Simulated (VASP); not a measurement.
The system is Mg.

```
Mg
1.0
     3.20930    0.00000    0.00000
    -1.60465    2.77934    0.00000
     0.00000    0.00000    5.21030
Mg
2
Direct
  0.33333 0.66667 0.25000
  0.66667 0.33333 0.75000
```

- Program: VASP 6.6.1
- Task: relaxation of cell and atoms
- Functional: r2SCAN
- Potentials or basis: VASP PAW PBE potentials, release 64 (Mg)
- Cutoff: 600 eV
- k mesh: 7 × 7 × 4
- Occupations: fermi-dirac, width 0.1 eV
- Spin: no spin polarisation

At the start: pressure -1.1 GPa; volume 23.24 Å³/atom.

**Question.** Where does the relaxation end?

**Answer.** Over 7 steps the energy falls by 7.8 meV/atom and the volume is 22.60 Å³/atom (-2.8 %); space group P6_3/mmc (No. 194, to 0.05 Å).

The path:
```
step  energy change (eV)  largest force (eV/Å)  pressure (GPa)  volume (Å³)
   1              0.0000                0.0000           -1.10        46.47
   2             -0.0120                0.0000           -0.22        45.40
   3             -0.0141                0.0000            0.33        44.81
   4             -0.0142                0.0000            0.40        44.74
   5             -0.0154                0.0000            0.15        45.03
   6             -0.0155                0.0000           -0.02        45.23
   7             -0.0155                0.0000            0.02        45.19
```

Final structure:
```
Mg
1.0
     3.13533    0.00000    0.00000
    -1.56766    2.71527    0.00000
     0.00000    0.00000    5.30870
Mg
2
Direct
  0.33333 0.66667 0.25000
  0.66667 0.33333 0.75000
```

Caveat: the PAW data sets were made with another functional, which shifts forces and pressure a little.
